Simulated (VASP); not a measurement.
# LiBr (Fm-3m) in VASP: single point with r2SCAN

Aim: the single point of LiBr with r2SCAN.

Program: VASP 6.6.1. These are calculated values, not measurements. Logs are shortened: lines on timing, memory, paths and dates and some standing lists are left out, and cuts for length are marked.

## (1) The cell of the first run

Symmetry: Fm-3m, No. 225, cubic system. Conventional cell: a = 5.508 Å, b = 5.508 Å, c = 5.508 Å, α = 90.00°, β = 90.00°, γ = 90.00°. Li (site symmetry m-3m) has 6 Br at 2.75 Å within 3.6 Å. Within 3.6 Å of Br (site symmetry m-3m) lie 6 Li at 2.75 Å.

## (2) Single point, r2SCAN

Contents of POSCAR:

```
LiBr
1.0
    0.0000000000      2.7537941566      2.7537941566
    2.7537941566      0.0000000000      2.7537941566
    2.7537941566      2.7537941566      0.0000000000
Li Br
1 1
Direct
    0.5000000000      0.5000000000      0.5000000000
    0.0000000000      0.0000000000      0.0000000000
```

Contents of INCAR.step1:

```
PREC     = Accurate       # precision mode
ENCUT    = 830            # plane-wave cutoff, eV
ISMEAR   = 0              # smearing method
SIGMA    = 0.02           # smearing width, eV
LREAL    = False          # projectors in reciprocal space
LASPH    = True           # aspherical terms in the spheres
NELM     = 120            # most SCF steps
NBANDS   = 12             # bands
GGA      = PE             # functional
ALGO     = Normal         # electronic algorithm
EDIFF    = 1E-5           # SCF threshold, eV
LWAVE    = True           # write WAVECAR
LCHARG   = False          # write CHGCAR
GGA_COMPAT= False
```

Contents of INCAR.step2:

```
PREC     = Accurate       # precision mode
ENCUT    = 830            # plane-wave cutoff, eV
EDIFF    = 1E-6           # SCF threshold, eV
ISMEAR   = 0              # smearing method
SIGMA    = 0.02           # smearing width, eV
LREAL    = False          # projectors in reciprocal space
LASPH    = True           # aspherical terms in the spheres
NELM     = 120            # most SCF steps
ALGO     = Normal         # electronic algorithm
ISIF     = 2              # what is computed and relaxed
LWAVE    = False          # write WAVECAR
LCHARG   = True           # write CHGCAR
METAGGA  = R2SCAN         # meta-GGA
LMIXTAU  = True         
LELF     = True           # ELF
LVHAR    = True         
NBANDS   = 12             # bands
ISTART   = 1            
GGA_COMPAT= False
```

Contents of KPOINTS:

```
regular mesh
0
Gamma
  8 8 8
```

Potentials or basis: VASP PAW PBE potentials, release 64 (Li_sv, Br).

Command:

```
$ cat potpaw_PBE.64/Li_sv/POTCAR potpaw_PBE.64/Br/POTCAR > POTCAR
$ cp INCAR.step1 INCAR
$ mpirun -np 1 vasp_std > vasp.out
$ cp INCAR.step2 INCAR
$ mpirun -np 1 vasp_std > vasp.out
```

OUTCAR:

```text
PREC = Accurate
   ENCUT = 830
   EDIFF = 1E-6
   ISMEAR = 0
   LREAL = False
   LASPH = True
   NELM = 120
   ISIF = 2
   METAGGA = R2SCAN
   ISTART = 1

 ion  position               nearest neighbor table
   1  0.500  0.500  0.500-
   2  0.000  0.000  0.000-

  LATTYP: Found a face centered cubic cell.
 ALAT       =     5.5075883132

  Lattice vectors:

 A1 = (   0.0000000000,   2.7537941566,   2.7537941566)
 A2 = (   2.7537941566,   0.0000000000,   2.7537941566)
 A3 = (   2.7537941566,   2.7537941566,   0.0000000000)

Analysis of symmetry for initial positions (statically):
=====================================================================
 Subroutine PRICEL returns:
 Original cell was already a primitive cell.

 Routine SETGRP: Setting up the symmetry group for a
 face centered cubic supercell.

 Subroutine GETGRP returns: Found 48 space group operations
 (whereof 48 operations were pure point group operations)
 out of a pool of 48 trial point group operations.

The static configuration has the point symmetry O_h .

Analysis of symmetry for dynamics (positions and initial velocities):
=====================================================================
 Subroutine PRICEL returns:
 Original cell was already a primitive cell.

 Routine SETGRP: Setting up the symmetry group for a
 face centered cubic supercell.

 Subroutine GETGRP returns: Found 48 space group operations
 (whereof 48 operations were pure point group operations)
 out of a pool of 48 trial point group operations.

The dynamic configuration has the point symmetry O_h .

 Subroutine INISYM returns: Found 48 space group operations
 (whereof 48 operations are pure point group operations),
 and found     1 'primitive' translations

----------------------------------------------------------------------------------------

                                     Primitive cell

  volume of cell :      41.7661

  direct lattice vectors                    reciprocal lattice vectors
     0.000000000  2.753794157  2.753794157    -0.181567674  0.181567674  0.181567674
     2.753794157  0.000000000  2.753794157     0.181567674 -0.181567674  0.181567674
     2.753794157  2.753794157  0.000000000     0.181567674  0.181567674 -0.181567674

  length of vectors
     3.894453044  3.894453044  3.894453044     0.314484437  0.314484437  0.314484437

  position of ions in fractional coordinates (direct lattice)
     0.500000000  0.500000000  0.500000000
     0.000000000  0.000000000  0.000000000

  ion indices of the primitive-cell ions
   primitive index   ion index
                 1           1
                 2           2

----------------------------------------------------------------------------------------

 KPOINTS: regular mesh

Automatic generation of k-mesh.
 Grid dimensions read from file:
 generate k-points for:    8    8    8

 Generating k-lattice:

  Cartesian coordinates                     Fractional coordinates (reciprocal lattice)
    -0.022695959  0.022695959  0.022695959     0.125000000  0.000000000  0.000000000
     0.022695959 -0.022695959  0.022695959     0.000000000  0.125000000  0.000000000
     0.022695959  0.022695959 -0.022695959     0.000000000  0.000000000  0.125000000

  Length of vectors
     0.039310555  0.039310555  0.039310555

  Shift w.r.t. Gamma in fractional coordinates (k-lattice)
     0.000000000  0.000000000  0.000000000

 Subroutine IBZKPT returns following result:
 ===========================================

 Found     29 irreducible k-points:

 Following reciprocal coordinates:
            Coordinates               Weight
  0.000000  0.000000  0.000000      1.000000
  0.125000  0.000000  0.000000      8.000000
  0.250000  0.000000  0.000000      8.000000
  0.375000  0.000000  0.000000      8.000000
  0.500000  0.000000  0.000000      4.000000
  0.125000  0.125000  0.000000      6.000000
[... 16 lines left out ...]
  0.500000  0.250000  0.125000     48.000000
 -0.375000  0.250000  0.125000     24.000000
 [... further k-points ...]
   k-points           NKPTS =     29   k-points in BZ     NKDIM =     29   number of bands    NBANDS=     12
   number of dos      NEDOS =    301   number of ions     NIONS =      2
   total plane-waves  NPLWV =  64000
   dimension x,y,z NGX =    40 NGY =   40 NGZ =   40
   dimension x,y,z NGXF=    80 NGYF=   80 NGZF=   80
   ions per type =               1   1
   NGX,Y,Z   is equivalent  to a cutoff of  17.08, 17.08, 17.08 a.u.
   NGXF,Y,Z  is equivalent  to a cutoff of  34.15, 34.15, 34.15 a.u.
 SYSTEM =  unknown system
   PREC   = accura    normal or accurate (medium, high low for compatibility)
   ISTART =      1    job   : 0-new  1-cont  2-samecut
   ICHARG =      0    charge: 1-file 2-atom 10-const
   ISPIN  =      1    spin polarized calculation?
   LNONCOLLINEAR =      F non collinear calculations
   LSORBIT =      F    spin-orbit coupling
   LASPH  =      T    aspherical Exc in radial PAW
   ENCUT  =  830.0 eV  61.00 Ry    7.81 a.u.   9.15  9.15  9.15*2*pi/ulx,y,z
   NELM   =    120;   NELMIN=  2; NELMDL=  0     # of ELM steps
   EDIFF  = 0.1E-05   stopping-criterion for ELM
   LREAL  =      F    real-space projection
[... 7 lines left out ...]
   TEBEG  =    0.0;   TEEND  =   0.0 temperature during run
   PSTRESS=    0.0 pullay stress
   NELECT =      10.0000    total number of electrons
   NUPDOWN=      -1.0000    fix difference up-down
   EMIN   =  10.00;   EMAX   =-10.00  energy-range for DOS
   EFERMI =   0.00;   METHOD = LEGACY
   ISMEAR =     0;   SIGMA  =   0.02  broadening in eV -4-tet -1-fermi 0-gaus
   EFERMI_NEDOS =   21; number of points for ismear=-14 and -15
   IALGO  =     38    algorithm
   IMIX   =      4    mixing-type and parameters
     AMIX     =   0.40;   BMIX     =  1.00
     AMIX_MAG =   1.60;   BMIX_MAG =  1.00
  volume/ion in A,a.u.               =      20.88       140.93
  Fermi-wavevector in a.u.,A,eV,Ry     =   1.016561  1.921021 14.060204  1.033396
  Thomas-Fermi vector in A             =   2.149911
   LORBIT       =      0    0 simple, 1 ext, 2 COOP (PROOUT), +10 PAW based schemes
   METAGGA = R2SCAN    functional components
   LHFCALC =     F    Hartree Fock is set to
   AEXX    =    0.0000 exact exchange contribution
   IVDW    =     0    specifies the selected vdW correction
   LEPSILON=     F    determine dielectric tensor
   LRPA    =     F    only Hartree local field effects (RPA)
 non-spin polarized calculation
 Gauss-broadening in eV      SIGMA  =   0.02
  energy-cutoff  :      830.00
  volume of cell :       41.77
 maximum number of plane-waves:      2280
 NGX is ok and might be reduce to    40
   NGX = 19   NGY = 19   NGZ = 19

 number of electron       9.9999999 magnetization

 Free energy of the ion-electron system (eV)
  ---------------------------------------------------
  ext. energy  EPLUGINS =         0.00000000
  ---------------------------------------------------
  free energy    TOTEN  =       -19.14865590 eV

  energy without entropy =      -19.14865590  energy(sigma->0) =      -19.14865590

 E-fermi :   0.0017     XC(G=0):  -8.7826

 val. band max:       -0.0939049640   @ k =   0.0000   0.0000   0.0000
 cond. band min:       5.7600659702   @ k =   0.0000   0.0000   0.0000
 fundamental gap:      5.8539709342
 Fermi energy:         0.0017229742

 k-point     1 :       0.0000    0.0000    0.0000
  band No.  band energies     occupation
      1     -45.8321      2.00000
      2     -13.9816      2.00000
      3      -0.0939      2.00000
      4      -0.0939      2.00000
      5      -0.0939      2.00000
      6       5.7601      0.00000
      7      11.1196      0.00000
      8      11.1196      0.00000
      9      11.1196      0.00000
     10      13.3322      0.00000
     11      13.3322      0.00000
     12      13.3322      0.00000

 k-point     2 :       0.1250    0.0000    0.0000
  band No.  band energies     occupation
      1     -45.8319      2.00000
      2     -13.9161      2.00000
      3      -0.6568      2.00000
      4      -0.1381      2.00000
      5      -0.1381      2.00000
      6       6.2648      0.00000
      7      10.4220      0.00000
      8      11.0247      0.00000
      9      11.0247      0.00000
     10      12.1605      0.00000
     11      12.1605      0.00000
     12      13.6683      0.00000

 k-point     3 :       0.2500    0.0000    0.0000
  band No.  band energies     occupation
      1     -45.8316      2.00000
      2     -13.7504      2.00000
      3      -1.7430      2.00000
      4      -0.2391      2.00000
      5      -0.2391      2.00000
      6       6.7103      0.00000
      7       9.9150      0.00000
      8       9.9150      0.00000
      9      10.4924      0.00000
     10      13.0506      0.00000
     11      13.0506      0.00000
     12      14.0384      0.00000

 k-point     4 :       0.3750    0.0000    0.0000
  band No.  band energies     occupation
      1     -45.8312      2.00000
      2     -13.5724      2.00000
      3      -2.6334      2.00000
      4      -0.3328      2.00000
      5      -0.3328      2.00000
      6       6.4581      0.00000
      7       9.0774      0.00000
      8       9.0774      0.00000
      9      11.9249      0.00000
     10      14.4898      0.00000
     11      14.8537      0.00000
     12      14.8537      0.00000

 k-point     5 :       0.5000    0.0000    0.0000
  band No.  band energies     occupation
      1     -45.8311      2.00000
      2     -13.4945      2.00000
      3      -2.9691      2.00000
      4      -0.3697      2.00000
      5      -0.3697      2.00000
      6       6.2905      0.00000
      7       8.7893      0.00000
      8       8.7893      0.00000
      9      12.8463      0.00000
     10      15.0034      0.00000
     11      16.4969      0.00000
     12      16.4969      0.00000
[... 228 lines left out ...]
      1     -45.8308      2.00000
      2     -13.2969      2.00000
      3      -2.9811      2.00000
      4      -1.2379      2.00000
      5      -1.2379      2.00000
      6       6.9913      0.00000
      7       7.6558      0.00000
      8      12.5882      0.00000
      9      13.5280      0.00000
     10      13.5280      0.00000
     11      16.3705      0.00000
     12      18.2113      0.00000

 k-point    22 :       0.3750    0.2500    0.1250
  band No.  band energies     occupation
      1     -45.8313      2.00000
      2     -13.6171      2.00000
      3      -1.9466      2.00000
      4      -0.9882      2.00000
      5      -0.4487      2.00000
      6       7.9762      0.00000
      7       8.8801      0.00000
      8       9.2141      0.00000
      9      11.0228      0.00000
     10      12.3347      0.00000
     11      15.7301      0.00000
     12      15.7415      0.00000

 k-point    23 :       0.5000    0.2500    0.1250
  band No.  band energies     occupation
      1     -45.8311      2.00000
      2     -13.4660      2.00000
      3      -2.4635      2.00000
      4      -1.3357      2.00000
      5      -0.6138      2.00000
      6       7.9054      0.00000
      7       8.6376      0.00000
      8       9.8302      0.00000
      9      10.8616      0.00000
     10      13.5876      0.00000
     11      16.3593      0.00000
     12      16.7306      0.00000

 k-point    24 :      -0.3750    0.2500    0.1250
  band No.  band energies     occupation
      1     -45.8309      2.00000
      2     -13.4005      2.00000
      3      -2.6877      2.00000
      4      -1.4300      2.00000
      5      -0.7079      2.00000
      6       7.7388      0.00000
      7       8.5926      0.00000
      8       9.9502      0.00000
      9      11.5001      0.00000
     10      14.3968      0.00000
     11      15.0050      0.00000
     12      17.3951      0.00000

 [... further k-points ...]
[... 5 lines left out ...]
  --------------------------------------------------------------------------------------
  -------------------------------------------------------------------------------------
  Total       -0.2060962     -0.2060962     -0.2060962     -0.0000000      0.0000000      0.0000000
  in kB       -7.9059885     -7.9059885     -7.9059885     -0.0000000      0.0000000      0.0000000
  external PRESSURE =      -7.9059885 kB  Pullay stress =       0.0000000 kB

 VOLUME and BASIS-vectors are now :
 -----------------------------------------------------------------------------
  energy-cutoff  :      830.00
  volume of cell :       41.77
      direct lattice vectors                 reciprocal lattice vectors
     0.000000000  2.753794157  2.753794157    -0.181567674  0.181567674  0.181567674
     2.753794157  0.000000000  2.753794157     0.181567674 -0.181567674  0.181567674
     2.753794157  2.753794157  0.000000000     0.181567674  0.181567674 -0.181567674

 POSITION                                       TOTAL-FORCE (eV/Angst)
 -----------------------------------------------------------------------------------
      2.75379      2.75379      2.75379         0.000000      0.000000     -0.000000
      0.00000      0.00000      0.00000         0.000000      0.000000      0.000000
 -----------------------------------------------------------------------------------
    total drift:                                0.000000     -0.000000      0.000000

  FREE ENERGIE OF THE ION-ELECTRON SYSTEM (eV)
  ---------------------------------------------------
  free  energy   TOTEN  =       -19.1486558997 eV

  energy  without entropy=      -19.1486558997  energy(sigma->0) =      -19.14865590
```

Run time: 70 s. Hardware: 1 thread of Intel Xeon 6975P-C (Granite Rapids), shared host; peak memory 0.25 GiB.

What came out:

```yaml
Free_energy: -19.1487 eV
Pressure: -0.8 GPa
Band_gap_on_the_k_mesh: 5.85 eV
```

Caveat: the PAW data sets were made with another functional, which shifts forces and pressure a little.
